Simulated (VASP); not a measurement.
# MgI2 (Immm) in VASP: single point with HSE06

Aim: the single point of MgI2 with HSE06.

Program: VASP 6.6.1. These are calculated values, not measurements. Logs are shortened: lines on timing, memory, paths and dates and some standing lists are left out, and cuts for length are marked.

## (1) The cell of the first run

The structure is orthorhombic, space group Immm (No. 71). The conventional cell has a = 5.245 Å, b = 5.378 Å, c = 7.511 Å, α = 90.00°, β = 90.00°, γ = 90.00°. Within 4.2 Å of Mg (site symmetry mmm) lie 8 I at 3.22 to 3.28 Å. I (site symmetry mm2) has 4 Mg at 3.22 to 3.28 Å and 6 I at 3.74 to 3.77 Å within 4.2 Å.

## (2) Single point, HSE06 (shear xy strain -2.5%)

Input file POSCAR:

```
MgI2
1.0
   -0.0469465073      3.7557205859      3.7557205859
    3.7557205859     -0.0469465073      3.7557205859
    3.7087740786      3.7087740786      0.0000000000
Mg I
1 2
Direct
    0.0000000000      0.0000000000      0.0000000000
    0.2489623280      0.2489623280      0.2510376720
    0.7510376720      0.7510376720      0.7489623280
```

Input file INCAR.step1:

```
ALGO = Normal
EDIFF = 1E-5
ENCUT = 520
GGA = PE
ISIF = 2
ISMEAR = 0
LASPH = T
LCHARG = F
LREAL = F
LWAVE = T
NBANDS = 15
NELM = 80
PREC = Accurate
SIGMA = 0.01
```

Input file INCAR.step2:

```
ALGO = Normal
EDIFF = 1E-7
ENCUT = 520
GGA = PE
HFSCREEN = 0.2079
ISIF = 2
ISMEAR = 0
ISTART = 1
LASPH = T
LCHARG = F
LHFCALC = T
LREAL = F
LWAVE = F
NBANDS = 15
NELM = 80
PREC = Accurate
PRECFOCK = Normal
SIGMA = 0.01
```

Input file KPOINTS:

```
k-points
0
Gamma
  4 4 4
```

Potentials or basis: VASP PAW PBE potentials, release 64 (Mg, I).

Started as:

```sh
> cat potpaw_PBE.64/Mg/POTCAR potpaw_PBE.64/I/POTCAR > POTCAR
> cp INCAR.step1 INCAR
> mpirun -np 1 vasp_std > vasp.out
> cp INCAR.step2 INCAR
> mpirun -np 1 vasp_std > vasp.out
```

OUTCAR:

```text
EDIFF = 1E-7
   ENCUT = 520
   GGA = PE
   HFSCREEN = 0.2079
   ISIF = 2
   ISMEAR = 0
   ISTART = 1
   LASPH = T
   LHFCALC = T
   LREAL = F
   NELM = 80
   PREC = Accurate
   PRECFOCK = Normal

 ion  position               nearest neighbor table
   1  0.000  0.000  0.000-   3 3.22   2 3.22   3 3.22   2 3.22   3 3.28   3 3.28   2 3.28   2 3.28

   2  0.249  0.249  0.251-   1 3.22   1 3.22   1 3.28   1 3.28
   3  0.751  0.751  0.749-   1 3.22   1 3.22   1 3.28   1 3.28

  LATTYP: Found a body centered orthorhombic cell.
 ALAT       =     5.2449986017
 B/A-ratio  =     1.0253164557
 C/A-ratio  =     1.4321149999

  Lattice vectors:

 A1 = (   0.0469465073,  -3.7557205859,  -3.7557205859)
 A2 = (  -0.0469465073,   3.7557205859,  -3.7557205859)
 A3 = (   3.7557205859,  -0.0469465073,   3.7557205859)

Analysis of symmetry for initial positions (statically):
=====================================================================
 Subroutine PRICEL returns:
 Original cell was already a primitive cell.

 Routine SETGRP: Setting up the symmetry group for a
 body centered orthorhombic supercell.

 Subroutine GETGRP returns: Found  8 space group operations
 (whereof  8 operations were pure point group operations)
 out of a pool of  8 trial point group operations.

The static configuration has the point symmetry D_2h.

Analysis of symmetry for dynamics (positions and initial velocities):
=====================================================================
 Subroutine PRICEL returns:
 Original cell was already a primitive cell.

 Routine SETGRP: Setting up the symmetry group for a
 body centered orthorhombic supercell.

 Subroutine GETGRP returns: Found  8 space group operations
 (whereof  8 operations were pure point group operations)
 out of a pool of  8 trial point group operations.

The dynamic configuration has the point symmetry D_2h.

 Subroutine INISYM returns: Found  8 space group operations
 (whereof  8 operations are pure point group operations),
 and found     1 'primitive' translations

----------------------------------------------------------------------------------------

                                     Primitive cell

  volume of cell :     105.9356

  direct lattice vectors                    reciprocal lattice vectors
    -0.046946507  3.755720586  3.755720586    -0.131486661  0.131486661  0.133130245
     3.755720586 -0.046946507  3.755720586     0.131486661 -0.131486661  0.133130245
     3.708774079  3.708774079  0.000000000     0.134815438  0.134815438 -0.133130245

  length of vectors
     5.311598461  5.311598461  5.244998602     0.228694438  0.228694438  0.232538312

  position of ions in fractional coordinates (direct lattice)
     0.000000000  0.000000000  0.000000000
     0.248962328  0.248962328  0.251037672
     0.751037672  0.751037672  0.748962328

  ion indices of the primitive-cell ions
   primitive index   ion index
                 1           1
                 2           2
                 3           3

----------------------------------------------------------------------------------------

 KPOINTS: k-points

Automatic generation of k-mesh.
 Grid dimensions read from file:
 generate k-points for:    4    4    4

 Generating k-lattice:

  Cartesian coordinates                     Fractional coordinates (reciprocal lattice)
    -0.032871665  0.032871665  0.033282561     0.250000000  0.000000000  0.000000000
     0.032871665 -0.032871665  0.033282561     0.000000000  0.250000000  0.000000000
     0.033703859  0.033703859 -0.033282561     0.000000000  0.000000000  0.250000000

  Length of vectors
     0.057173610  0.057173610  0.058134578

  Shift w.r.t. Gamma in fractional coordinates (k-lattice)
     0.000000000  0.000000000  0.000000000

 Subroutine IBZKPT returns following result:
 ===========================================

 Found     18 irreducible k-points:

 Following reciprocal coordinates:
            Coordinates               Weight
  0.000000  0.000000  0.000000      1.000000
  0.250000  0.000000  0.000000      4.000000
  0.500000  0.000000  0.000000      2.000000
  0.250000  0.250000  0.000000      2.000000
  0.500000  0.250000  0.000000      4.000000
 -0.250000  0.250000  0.000000      2.000000
[... 10 lines left out ...]
  0.250000  0.250000  0.500000      2.000000
 -0.250000  0.250000  0.500000      2.000000
   k-points           NKPTS =     18   k-points in BZ     NKDIM =     64   number of bands    NBANDS=     15
   number of dos      NEDOS =    301   number of ions     NIONS =      3
   total plane-waves  NPLWV =  64000
   dimension x,y,z NGX =    40 NGY =   40 NGZ =   40
   dimension x,y,z NGXF=    80 NGYF=   80 NGZF=   80
   ions per type =               1   2
   NGX,Y,Z   is equivalent  to a cutoff of  12.52, 12.52, 12.68 a.u.
   NGXF,Y,Z  is equivalent  to a cutoff of  25.04, 25.04, 25.36 a.u.
 SYSTEM =  unknown system
   PREC   = accura    normal or accurate (medium, high low for compatibility)
   ISTART =      1    job   : 0-new  1-cont  2-samecut
   ICHARG =      0    charge: 1-file 2-atom 10-const
   ISPIN  =      1    spin polarized calculation?
   LNONCOLLINEAR =      F non collinear calculations
   LSORBIT =      F    spin-orbit coupling
   LASPH  =      T    aspherical Exc in radial PAW
   ENCUT  =  520.0 eV  38.22 Ry    6.18 a.u.   9.88  9.88  9.75*2*pi/ulx,y,z
   NELM   =     80;   NELMIN=  2; NELMDL=  0     # of ELM steps
   EDIFF  = 0.1E-06   stopping-criterion for ELM
   LREAL  =      F    real-space projection
   EDIFFG = 0.1E-05   stopping-criterion for IOM
   NSW    =      0    number of steps for IOM
   IBRION =     -1    ionic relax: 0-MD 1-quasi-New 2-CG
   NFREE  =      0    steps in history (QN), initial steepest desc. (CG)
   ISIF   =      2    stress and relaxation
   ISYM   =      3    0-nonsym 1-usesym 2-fastsym
   POTIM  = 0.5000    time-step for ionic-motion
   TEBEG  =    0.0;   TEEND  =   0.0 temperature during run
   PSTRESS=    0.0 pullay stress
   NELECT =      16.0000    total number of electrons
   NUPDOWN=      -1.0000    fix difference up-down
   EMIN   =  10.00;   EMAX   =-10.00  energy-range for DOS
   EFERMI =   0.00;   METHOD = LEGACY
   ISMEAR =     0;   SIGMA  =   0.01  broadening in eV -4-tet -1-fermi 0-gaus
   EFERMI_NEDOS =   21; number of points for ismear=-14 and -15
   IALGO  =     38    algorithm
   IMIX   =      1    mixing-type and parameters
     AMIX     =   0.40;   BMIX     =  1.00
     AMIX_MAG =   1.60;   BMIX_MAG =  1.00
  volume/ion in A,a.u.               =      35.31       238.30
  Fermi-wavevector in a.u.,A,eV,Ry     =   0.871835  1.647529 10.341732  0.760096
  Thomas-Fermi vector in A             =   1.990999
   LORBIT       =      0    0 simple, 1 ext, 2 COOP (PROOUT), +10 PAW based schemes
   GGA     = PE    functional components
   LHFCALC =     T    Hartree Fock is set to
   PRECFOCK=normal    Normal, Fast or Accurate (Low or Medium for compatibility)
   ENCUT4O =  -1.0   cutoff for four orbital integrals eV
   NKREDX  =     1    reduce k-point grid by
   NKREDY  =     1    reduce k-point grid by
   NKREDZ  =     1    reduce k-point grid by
   AEXX    =    0.2500 exact exchange contribution
   HFSCREEN=    0.2079 screening length (either q_TF or 0.3 A-1)
   HFSCREENC=   0.2079 screening length for correlation (either q_TF or 0.3 A-1)
   ENCUTFOCK=  -1.0 apply spherical cutoff to Coloumb kernel
   IVDW    =     0    specifies the selected vdW correction
   LEPSILON=     F    determine dielectric tensor
   LRPA    =     F    only Hartree local field effects (RPA)
 non-spin polarized calculation
 Gauss-broadening in eV      SIGMA  =   0.01
  energy-cutoff  :      520.00
  volume of cell :      105.94
 maximum number of plane-waves:      2862
  NGX = 30; NGY = 30; NGZ = 30

 number of electron      16.0000000 magnetization

 Free energy of the ion-electron system (eV)
  ---------------------------------------------------
  ext. energy  EPLUGINS =         0.00000000
  ---------------------------------------------------
  free energy    TOTEN  =        -7.77677717 eV

  energy without entropy =       -7.77677717  energy(sigma->0) =       -7.77677717

 E-fermi :   2.7929     XC(G=0):  -6.8086

 val. band max:        2.7042056442   @ k =   0.5000   0.5000   0.0000
 cond. band min:       4.0798678782   @ k =   0.0000   0.0000   0.0000
 fundamental gap:      1.3756622340
 Fermi energy:         2.7929260754

 k-point     1 :       0.0000    0.0000    0.0000
  band No.  band energies     occupation
      1     -11.3580      2.00000
      2      -9.6213      2.00000
      3      -0.5444      2.00000
      4      -0.5097      2.00000
      5      -0.4649      2.00000
      6       1.4235      2.00000
      7       1.5025      2.00000
      8       1.5830      2.00000
      9       4.0799      0.00000
     10       6.5116      0.00000
     11       6.6265      0.00000
     12       6.7388      0.00000
     13       8.7515      0.00000
     14       8.7557      0.00000
     15      10.1759      0.00000

 k-point     2 :       0.2500    0.0000    0.0000
  band No.  band energies     occupation
      1     -11.1182      2.00000
      2      -9.8896      2.00000
      3      -0.6404      2.00000
      4      -0.3760      2.00000
      5      -0.3449      2.00000
      6       0.5308      2.00000
      7       0.9411      2.00000
      8       1.0063      2.00000
      9       5.4155      0.00000
     10       7.2707      0.00000
     11       7.4054      0.00000
     12       7.4264      0.00000
     13       9.9138      0.00000
     14       9.9238      0.00000
     15      11.4380      0.00000
[... 257 lines left out ...]
      3      -1.6832      2.00000
      4      -0.6539      2.00000
      5      -0.2363      2.00000
      6       0.2365      2.00000
      7       0.5702      2.00000
      8       2.1273      2.00000
      9       5.7253      0.00000
     10       7.7354      0.00000
     11       8.4193      0.00000
     12       9.1812      0.00000
     13       9.4202      0.00000
     14      11.8237      0.00000
     15      11.8263      0.00000

 k-point    18 :      -0.2500    0.2500    0.5000
  band No.  band energies     occupation
      1     -10.4695      2.00000
      2     -10.4442      2.00000
      3      -2.3148      2.00000
      4      -1.6974      2.00000
      5       0.0407      2.00000
      6       0.1274      2.00000
      7       2.3371      2.00000
      8       2.4908      2.00000
      9       5.4277      0.00000
     10       7.6926      0.00000
     11       8.9255      0.00000
     12       9.2079      0.00000
     13      11.3528      0.00000
     14      11.4438      0.00000
     15      11.7659      0.00000

------------------------ aborting loop because EDIFF is reached ----------------------------------------

  FORCE on cell =-STRESS in cart. coord.  units (eV):
  Direction    XX          YY          ZZ          XY          YZ          ZX
  --------------------------------------------------------------------------------------
  -------------------------------------------------------------------------------------
  Total       -0.3714434     -0.3714434     -0.3558954     -0.3188626      0.0000000      0.0000000
  in kB       -5.6177353     -5.6177353     -5.3825864     -4.8224994      0.0000000      0.0000000
  external PRESSURE =      -5.5393523 kB  Pullay stress =       0.0000000 kB

 VOLUME and BASIS-vectors are now :
 -----------------------------------------------------------------------------
  energy-cutoff  :      520.00
  volume of cell :      105.94
      direct lattice vectors                 reciprocal lattice vectors
    -0.046946507  3.755720586  3.755720586    -0.131486661  0.131486661  0.133130245
     3.755720586 -0.046946507  3.755720586     0.131486661 -0.131486661  0.133130245
     3.708774079  3.708774079  0.000000000     0.134815438  0.134815438 -0.133130245

 POSITION                                       TOTAL-FORCE (eV/Angst)
 -----------------------------------------------------------------------------------
      0.00000      0.00000      0.00000         0.000000     -0.000000      0.000000
      1.85439      1.85439      1.87007        -0.000000      0.000000     -0.013210
      5.56316      5.56316      5.64138        -0.000000      0.000000      0.013210
 -----------------------------------------------------------------------------------
    total drift:                                0.000547     -0.000515      0.000582

  FREE ENERGIE OF THE ION-ELECTRON SYSTEM (eV)
  ---------------------------------------------------
  free  energy   TOTEN  =        -7.7767771729 eV

  energy  without entropy=       -7.7767771729  energy(sigma->0) =       -7.77677717
```

Run time: 66 min. Hardware: 1 thread of AMD EPYC 7R43 (Zen 3), shared host; peak memory 0.33 GiB.

What came out:

* Free energy: -7.7768 eV
* Pressure: -0.6 GPa
* Largest force: 0.013 eV/Å
* Band gap on the k mesh: 1.38 eV (least direct gap 1.81 eV)

Forces in eV/Å, atoms in the order of the input:
```
Mg   0.000  0.000  0.000
I    0.000  0.000 -0.013
I    0.000  0.000  0.013
```

Stress tensor (GPa, compression positive):
```
-0.56 -0.48  0.00
-0.48 -0.56  0.00
 0.00  0.00 -0.54
```

Levels at points of the mesh, in eV from the valence-band top:
```tsv
k point	band 4	band 5	band 6	band 7	band 8	band 9	band 10	band 11	band 12	band 13
(0.00, 0.00, 0.00)	-3.21	-3.17	-1.28	-1.20	-1.12	1.38	3.81	3.92	4.03	6.05
(0.50, 0.00, 0.00)	-2.72	-2.68	-2.65	-2.46	-2.41	3.47	5.89	6.09	6.78	7.49
(0.50, 0.50, 0.00)	-4.11	-4.02	-0.60	-0.48	0.00	1.81	4.98	7.44	7.46	7.49
(0.00, 0.00, 0.50)	-2.77	-2.71	-2.70	-2.45	-2.40	3.55	5.95	6.16	6.89	7.52
(0.50, 0.00, 0.50)	-4.07	-4.07	-0.55	-0.54	0.00	1.81	4.97	7.45	7.46	7.47
```

Caveat: the cell differs from its parent crystal (shear xy strain -2.5%); the PAW data sets were made with another functional, which shifts forces and pressure a little; spin-orbit coupling is left out, which moves the levels of the heavy elements. A k mesh can miss the band edges.
